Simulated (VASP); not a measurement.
Here is a VASP 6.6.1 calculation.

The input POSCAR:

```
BeSe
1.0
    0.0000000000      2.5810355899      2.5810355899
    2.5810355899      0.0000000000      2.5810355899
    2.5810355899      2.5810355899      0.0000000000
Be Se
1 1
Direct
    0.0000000000      0.0000000000      0.0000000000
    0.2500000000      0.2500000000      0.2500000000
```

File INCAR.step1:

```
SYSTEM = BeSe
PREC     = Accurate       ! precision mode
ENCUT    = 520            ! plane-wave cutoff, eV
EDIFF    = 1E-5           ! SCF threshold, eV
ISMEAR   = 0              ! smearing method
SIGMA    = 0.01           ! smearing width, eV
LREAL    = .False.        ! projectors in reciprocal space
LASPH    = .True.         ! aspherical terms in the spheres
NELM     = 120            ! most SCF steps
ALGO     = Normal         ! electronic algorithm
ISIF     = 2              ! what is computed and relaxed
LWAVE    = .True.         ! write WAVECAR
LCHARG   = .False.        ! write CHGCAR
GGA      = PE             ! functional
NBANDS   = 11             ! bands
GGA_COMPAT= .False.
```

INCAR.step2

```
SYSTEM = BeSe
PREC     = Accurate       ! precision mode
ENCUT    = 520            ! plane-wave cutoff, eV
EDIFF    = 1E-6           ! SCF threshold, eV
ISMEAR   = 0              ! smearing method
SIGMA    = 0.01           ! smearing width, eV
LREAL    = .False.        ! projectors in reciprocal space
LASPH    = .True.         ! aspherical terms in the spheres
NELM     = 120            ! most SCF steps
ALGO     = Normal         ! electronic algorithm
ISIF     = 2              ! what is computed and relaxed
LWAVE    = .False.        ! write WAVECAR
LCHARG   = .False.        ! write CHGCAR
GGA      = PE             ! functional
LHFCALC  = .True.         ! exact exchange
AEXX     = 1.0            ! exact-exchange fraction
HFSCREEN = 0.5            ! screening, 1/A
PRECFOCK = Normal       
ISTART   = 1            
NBANDS   = 11             ! bands
ALDAC    = 1.0          
AGGAC    = 1.0          
GGA_COMPAT= .False.
```

Contents of KPOINTS:

```
regular mesh
0
Gamma
  4 4 4
  0 0 0
```

Potentials or basis: VASP PAW PBE potentials, release 64 (Be, Se).

The run is started by

```console
$ cat potpaw_PBE.64/Be/POTCAR potpaw_PBE.64/Se/POTCAR > POTCAR
$ cp INCAR.step1 INCAR
$ mpirun -np 1 vasp_std > vasp.out
$ cp INCAR.step2 INCAR
$ mpirun -np 1 vasp_std > vasp.out
```

(1) Estimate the pressure.

(2) What does it give for the band gap on the k mesh?

Answers

(1) -3.2 GPa.

(2) 4.40 eV, indirect (least direct gap 6.77 eV).

Caveat: the k points lie up to 0.53 Å⁻¹ apart; the PAW data sets were made with another functional, which shifts forces and pressure a little.
